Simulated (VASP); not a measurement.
Write the native input for VASP 6.6.1 that does the following.

```
Task                               : single point
Functional                         : r2SCAN50
Potentials or basis                : VASP PAW PBE potentials, release 64 (Mo_sv, Se)
Cutoff                             : 520 eV
k mesh                             : 4 × 4 × 4
Occupations                        : fermi-dirac, width 0.05 eV
Spin                               : no spin polarisation
Dipole correction                  : no
Grid for exact exchange (PRECFOCK) : Normal
Further INCAR settings             : ALGO = Normal; EDIFF = 1e-06; NBANDS = 17
Share of exact exchange            : 0.5
```

Crystal: MoSe.

```
CELL_PARAMETERS angstrom
3.50023 0.00000 0.00000
0.00000 3.50023 0.00000
0.00000 0.00000 3.50023
ATOMIC_POSITIONS crystal
Mo 0.00000 0.00000 0.00000
Se 0.50000 0.50000 0.50000
```

One way to write it, as run:

POSCAR

```
MoSe
1.0
    3.5002295900      0.0000000000      0.0000000000
    0.0000000000      3.5002295900      0.0000000000
    0.0000000000      0.0000000000      3.5002295900
Mo Se
1 1
Direct
    0.0000000000      0.0000000000      0.0000000000
    0.5000000000      0.5000000000      0.5000000000
```

INCAR.step1

```
SYSTEM = MoSe
PREC = Accurate
ENCUT = 520
EDIFF = 1E-5
ISMEAR = -1
SIGMA = 0.05
LREAL = .FALSE.
LASPH = .TRUE.
NELM = 100
ALGO = Normal
ISIF = 2
LWAVE = .TRUE.
GGA = PE
NBANDS = 17
```

INCAR.step2

```
SYSTEM = MoSe
PREC = Accurate
ENCUT = 520
EDIFF = 1E-6
ISMEAR = -1
SIGMA = 0.05
LREAL = .FALSE.
LASPH = .TRUE.
NELM = 100
ALGO = Normal
ISIF = 2
LWAVE = .FALSE.
LCHARG = .TRUE.
METAGGA = R2SCAN
LHFCALC = .TRUE.
AEXX = 0.5
LMIXTAU = .TRUE.
PRECFOCK = Normal
LELF = .TRUE.
LVHAR = .TRUE.
ISTART = 1
NBANDS = 17
```

KPOINTS

```
Automatic mesh
0
G
  4 4 4
  0 0 0
```

Potentials or basis: VASP PAW PBE potentials, release 64 (Mo_sv, Se).

Command:

```bash
$ cat potpaw_PBE.64/Mo_sv/POTCAR potpaw_PBE.64/Se/POTCAR > POTCAR
$ cp INCAR.step1 INCAR
$ mpirun -np 1 vasp_std > vasp.out
$ cp INCAR.step2 INCAR
$ mpirun -np 1 vasp_std > vasp.out
```

Results of the run:

| Property | Result |
| --- | --- |
| Pressure | -17.0 GPa |
| Band gap on the k mesh | 3.22 eV (least direct gap 3.38 eV) |

Caveat: the k points lie up to 0.45 Å⁻¹ apart; the PAW data sets were made with another functional, which shifts forces and pressure a little.

Wall time 32 min on 1 thread of Intel(R) Xeon(R) Platinum 8488C (Sapphire Rapids) (shared host), peak memory 0.16 GiB.
